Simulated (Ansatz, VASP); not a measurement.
Two plane-wave programs on SnO

File INCAR:

```
SYSTEM = SnO
PREC = Accurate
ENCUT = 520
EDIFF = 1E-6
ISMEAR = 0
SIGMA = 0.15
LREAL = .FALSE.
LASPH = .TRUE.
NELM = 100
ALGO = Fast
ISIF = 2
LWAVE = .FALSE.
LCHARG = .FALSE.
GGA = PS
NBANDS = 50
```

KPOINTS

```
Automatic mesh
0
G
  10 10 4
  0 0 0
```

The input POSCAR:

```
SnO
1.0
   -2.6904553516      2.6904757566      0.0000000000
   -2.6904553516     -2.6904757566      0.0000000000
    0.0000000000      0.0000000000      9.4948200140
Sn O
4 4
Direct
    0.0008133085      0.9991866915      0.9998642567
    0.9991866915      0.0008133085      0.4998642567
    0.4991927167      0.5008072833      0.2571398372
    0.5008072833      0.4991927167      0.7571398372
    0.9992189162      0.5007783209      0.3784979530
    0.0007810838      0.4992216791      0.8784979530
    0.4992216791      0.0007810838      0.3784979530
    0.5007783209      0.9992189162      0.8784979530
```

Input for Ansatz:

```yaml
crystal:
  lattice:
    - [-2.6904553516, 2.6904757566, 0.0]
    - [-2.6904553516, -2.6904757566, 0.0]
    - [0.0, 0.0, 9.494820014]
  atoms:
    - { symbol: Sn, position: [0.0008133085, 0.9991866915, 0.9998642567] }
    - { symbol: Sn, position: [0.9991866915, 0.0008133085, 0.4998642567] }
    - { symbol: Sn, position: [0.4991927167, 0.5008072833, 0.2571398372] }
    - { symbol: Sn, position: [0.5008072833, 0.4991927167, 0.7571398372] }
    - { symbol: O, position: [0.9992189162, 0.5007783209, 0.378497953] }
    - { symbol: O, position: [0.0007810838, 0.4992216791, 0.878497953] }
    - { symbol: O, position: [0.4992216791, 0.0007810838, 0.378497953] }
    - { symbol: O, position: [0.5007783209, 0.9992189162, 0.878497953] }
basis:
  ecutwfc: 420
kpoints:
  mp_grid: { grid: [10, 10, 4] }
hamiltonian:
  xc: pbesol
scf:
  occupations: { method: gaussian, width: 0.15 }
output:
  forces: true
  stress: true
  eigenvalues: true
  write_density: true
  write_potential: true
  elf: true
  volumetric_format: npy
```

Alike in both runs: task single point; functional PBEsol; k mesh 10 × 10 × 4; occupations gaussian, width 0.15 eV; no spin polarisation.

|  | VASP | Ansatz |
| --- | --- | --- |
| version | VASP 6.6.1 | Ansatz 0.2.0 |
| potentials or method | VASP PAW PBE potentials, release 64 (Sn_d, O), cutoff 520 eV | scalar-relativistic, plane waves, PAW |
| valence electrons in the cell | 80 | 80 |

|  | VASP | Ansatz | Ansatz less VASP |
| --- | --- | --- | --- |
| gap on the k mesh at the Fermi level (eV) | none | none | - |
| pressure (GPa) | 0.2 | 0.0 | -0.21 |
| rms of the force components (eV/Å) | 0.036 | 0.002 | -0.0342 |

VASP's potentials were made for PBE, not for PBEsol. Atom by atom the forces differ by 0.035 eV/Å (rms over components). A gap of «none» marks a metal or a gap that the smearing closes. With one functional, cell and mesh, what is left measures potentials, basis and numerics. Ansatz's warnings: structure snapped to symmetry.
